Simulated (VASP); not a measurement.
Wanted: the native input for a VASP 6.6.1 run.

| Item | Value |
| --- | --- |
| Task | single point |
| Functional | r2SCAN |
| Potentials or basis | VASP PAW PBE potentials, release 64 (C) |
| Cutoff | 520 eV |
| k mesh | 12 × 12 × 12 |
| Occupations | gaussian, width 0.05 eV |
| Spin | no spin polarisation |
| Dipole correction | no |
| Further INCAR settings | ALGO = Normal; EDIFF = 1e-07; NBANDS = 11 |

C:

```
CELL_PARAMETERS angstrom
0.43471 2.02512 2.02512
2.02512 0.43471 2.02512
2.02512 2.02512 0.43471
ATOMIC_POSITIONS crystal
C 0.50000 0.50000 0.50000
C 0.75000 0.75000 0.75000
```

This cell differs from its parent crystal: ratio of the length along [111] to the lengths across it x 1.41, volume and fractional coordinates fixed.

One way to write it, as run:

POSCAR

```
C
1.0
    0.4347120269      2.0251218816      2.0251218816
    2.0251218816      0.4347120269      2.0251218816
    2.0251218816      2.0251218816      0.4347120269
C
2
Direct
    0.5000000000      0.5000000000      0.5000000000
    0.7500000000      0.7500000000      0.7500000000
```

INCAR.step1

```
SYSTEM = C
ALGO = Normal
EDIFF = 1E-4
ENCUT = 520
GGA = PE
ISMEAR = 0
LASPH = .TRUE.
LCHARG = .FALSE.
LREAL = .FALSE.
LWAVE = .TRUE.
NBANDS = 11
NELM = 60
PREC = Accurate
SIGMA = 0.05
```

INCAR.step2

```
SYSTEM = C
ALGO = Normal
EDIFF = 1E-7
ENCUT = 520
ISIF = 2
ISMEAR = 0
ISTART = 1
LASPH = .TRUE.
LCHARG = .FALSE.
LMIXTAU = .TRUE.
LREAL = .FALSE.
LWAVE = .FALSE.
METAGGA = R2SCAN
NBANDS = 11
NELM = 60
PREC = Accurate
SIGMA = 0.05
```

KPOINTS

```
k-points
0
G
  12 12 12
  0 0 0
```

Potentials or basis: VASP PAW PBE potentials, release 64 (C).

Launch:

```bash
$ cat potpaw_PBE.64/C/POTCAR > POTCAR
$ cp INCAR.step1 INCAR
$ mpirun -np 1 vasp_std > vasp.out
$ cp INCAR.step2 INCAR
$ mpirun -np 1 vasp_std > vasp.out
```

It gave:

| Quantity | Value |
| --- | --- |
| Pressure | 53.5 GPa |
| Largest force | 3.609 eV/Å |
| Band gap on the k mesh | zero (band 4 reaches 10.86 eV, above the bottom of band 5 at 9.00 eV) |

Caveat: the PAW data sets were made with another functional, which shifts forces and pressure a little.

Wall time 2.6 min on 1 thread of Intel Xeon 8259CL, with other jobs on the host, peak memory 0.15 GiB.
